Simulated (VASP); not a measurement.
Hf, 4 atoms in the cell. Symmetry: P6_3/mmc, No. 194, hexagonal system. The conventional cell has a = 3.236 Å, b = 3.236 Å, c = 10.350 Å, α = 90.00°, β = 90.00°, γ = 120.00°. Hf (site symmetry -3m) has 12 Hf at 3.19 to 3.24 Å within 4.2 Å. Hf (site symmetry -6m2) has 12 Hf at 3.19 to 3.24 Å within 4.2 Å.  This cell differs from its parent crystal: volume scaled by 1.08.

* Program: VASP 6.6.1
* Task: single point
* Functional: PBEsol
* Potentials or basis: VASP PAW PBE potentials, release 64 (Hf_pv)
* Cutoff: 520 eV
* k mesh: 13 × 13 × 4
* Occupations: fermi-dirac, width 0.1 eV
* Spin: no spin polarisation
* Dipole correction: no
* Further INCAR settings: ALGO = Normal; EDIFF = 1e-06; NBANDS = 28

Potentials or basis: VASP PAW PBE potentials, release 64 (Hf_pv).

Command:

```sh
$ cat potpaw_PBE.64/Hf_pv/POTCAR > POTCAR
$ mpirun -np 1 vasp_std > vasp.out
```

Hardware: 1 thread of Intel(R) Xeon(R) 6975P-C (Granite Rapids), with other jobs on the host.

Q: How long does it take, and how much memory?

A: Run time: 78 s on 1 thread of Intel(R) Xeon(R) 6975P-C (Granite Rapids), on a shared host, peak memory 0.27 GiB. Counts: scf iterations 13, k points 63.
